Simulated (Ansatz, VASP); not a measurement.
## One calculation of SnO2, two programs

INCAR

```
SYSTEM = SnO2
ALGO     = Normal         ! electronic algorithm
EDIFF    = 1E-6           ! SCF threshold, eV
ENCUT    = 520            ! plane-wave cutoff, eV
GGA      = PS             ! functional
ISIF     = 2              ! what is computed and relaxed
ISMEAR   = 0              ! smearing method
LASPH    = .True.         ! aspherical terms in the spheres
LCHARG   = .False.        ! write CHGCAR
LREAL    = .False.        ! projectors in reciprocal space
LWAVE    = .False.        ! write WAVECAR
NBANDS   = 20             ! bands
NELM     = 100            ! most SCF steps
PREC     = Accurate       ! precision mode
SIGMA    = 0.05           ! smearing width, eV
```

File KPOINTS:

```
k-points
0
Gamma
  12 12 12
  0 0 0
```

File POSCAR:

```
SnO2
1.0
    1.6471025567      0.9509551045      4.5249357463
   -1.6471025567      0.9509551045      4.5249357463
    0.0000000000     -1.9019102089      4.5249357463
Sn O
1 2
Direct
    0.5000000000      0.5000000000      0.5000000000
    0.2287404228      0.2287404228      0.2287404228
    0.7712595772      0.7712595772      0.7712595772
```

Input for Ansatz:

```yaml
crystal:
  lattice:
    - [1.6471025567, 0.9509551045, 4.5249357463]
    - [-1.6471025567, 0.9509551045, 4.5249357463]
    - [0.0, -1.9019102089, 4.5249357463]
  atoms:
    - { symbol: Sn, position: [0.5, 0.5, 0.5] }
    - { symbol: O, position: [0.2287404228, 0.2287404228, 0.2287404228] }
    - { symbol: O, position: [0.7712595772, 0.7712595772, 0.7712595772] }
basis:
  ecutwfc: 520.0
kpoints:
  mp_grid: { grid: [12, 12, 12] }
hamiltonian:
  xc: pbesol
  pseudopotentials: { kind: paw, azcp: { folder: soft_1 } }
scf:
  occupations: { method: gaussian, width: 0.05 }
output:
  forces: true
  stress: true
  eigenvalues: true
```

Alike in both runs: task single point; functional PBEsol; k mesh 12 × 12 × 12; occupations gaussian, width 0.05 eV; no spin polarisation.

|  | VASP | Ansatz |
| --- | --- | --- |
| version | VASP 6.6.1 | Ansatz 0.2.0 |
| potentials or method | VASP PAW PBE potentials, release 64 (Sn_d, O), cutoff 520 eV | scalar-relativistic, plane waves, PAW |
| valence electrons in the cell | 26 | 26 |

|  | VASP | Ansatz | Ansatz less VASP |
| --- | --- | --- | --- |
| gap on the k mesh at the Fermi level (eV) | 1.63 | 1.64 | +0.011 |
| least direct gap on the mesh (eV) | 2.12 | 2.13 | +0.003 |
| pressure (GPa) | 3.4 | 2.7 | -0.73 |
| traceless stress, the component that is largest in VASP (GPa) | 4.49 | 5.07 | +0.583 |
| rms of the force components (eV/Å) | 0.732 | 0.705 | -0.0268 |

VASP's potentials were made for PBE, not for PBEsol, and Ansatz warns of the same on its side. Atom by atom the forces differ by 0.027 eV/Å (rms over components).
